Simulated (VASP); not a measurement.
Set up this calculation in VASP 6.6.1, as the native input.

| Property | Result |
| --- | --- |
| Task | single point |
| Functional | PBE |
| Potentials or basis | VASP PAW PBE potentials, release 64 (W_sv, Cl) |
| Cutoff | 520 eV |
| k mesh | 5 × 5 × 1 |
| Occupations | gaussian, width 0.1 eV |
| Spin | no spin polarisation |
| Dipole correction | yes |
| Further INCAR settings | ALGO = Normal; EDIFF = 1e-07; NBANDS = 100 |

The structure of W12Cl lies in POSCAR:

```
W12Cl
1.0
    5.5143287209      0.0000000000      0.0000000000
   -1.8381095736      5.1989589763      0.0000000000
    0.0000000000      0.0000000000     19.8562160851
W Cl
12 1
Direct
    0.2500000000      0.2500000000      0.2014482509
    0.2500000000      0.7500000000      0.2014482509
    0.7500000000      0.2500000000      0.2014482509
    0.7500000000      0.7500000000      0.2014482509
    0.0000000000      0.0000000000      0.3111437105
    0.0000000000      0.5000000000      0.3111437105
    0.5000000000      0.0000000000      0.3111437105
    0.5000000000      0.5000000000      0.3111437105
    0.2500000000      0.2500000000      0.4208362786
    0.2500000000      0.7500000000      0.4208362786
    0.7500000000      0.2500000000      0.4208362786
    0.7500000000      0.7500000000      0.4208362786
    0.2500000000      0.2500000000      0.5405910812
```

One way to write it, as run:

INCAR

```
PREC     = Accurate       # precision mode
ENCUT    = 520            # plane-wave cutoff, eV
EDIFF    = 1E-7           # SCF threshold, eV
ISMEAR   = 0              # smearing method
SIGMA    = 0.1            # smearing width, eV
LREAL    = F              # projectors in reciprocal space
LASPH    = T              # aspherical terms in the spheres
NELM     = 80             # most SCF steps
ALGO     = Normal         # electronic algorithm
ISIF     = 2              # what is computed and relaxed
LWAVE    = F              # write WAVECAR
LCHARG   = F              # write CHGCAR
LDIPOL   = T            
IDIPOL   = 3            
DIPOL    = 0.5 0.5 0.329
GGA      = PE             # functional
NBANDS   = 100            # bands
```

KPOINTS

```
Automatic mesh
0
Gamma
  5 5 1
```

Potentials or basis: VASP PAW PBE potentials, release 64 (W_sv, Cl).

Command:

```bash
$ cat potpaw_PBE.64/W_sv/POTCAR potpaw_PBE.64/Cl/POTCAR > POTCAR
$ mpirun -np 1 vasp_std > vasp.out
```

It gave:

- Largest force: 1.703 eV/Å
- Band gap on the k mesh: zero (an odd number of electrons rules out a gap without spin polarisation)

Caveat: spin-orbit coupling is left out, which moves the levels of the heavy elements; an odd number of electrons without spin polarisation forces a metal; a magnetic or distorted state may lie lower.

Wall time 25 min on 1 thread of Intel(R) Xeon(R) Platinum 8375C CPU @ 2.90GHz (Ice Lake), on a shared host, peak memory 0.76 GiB.
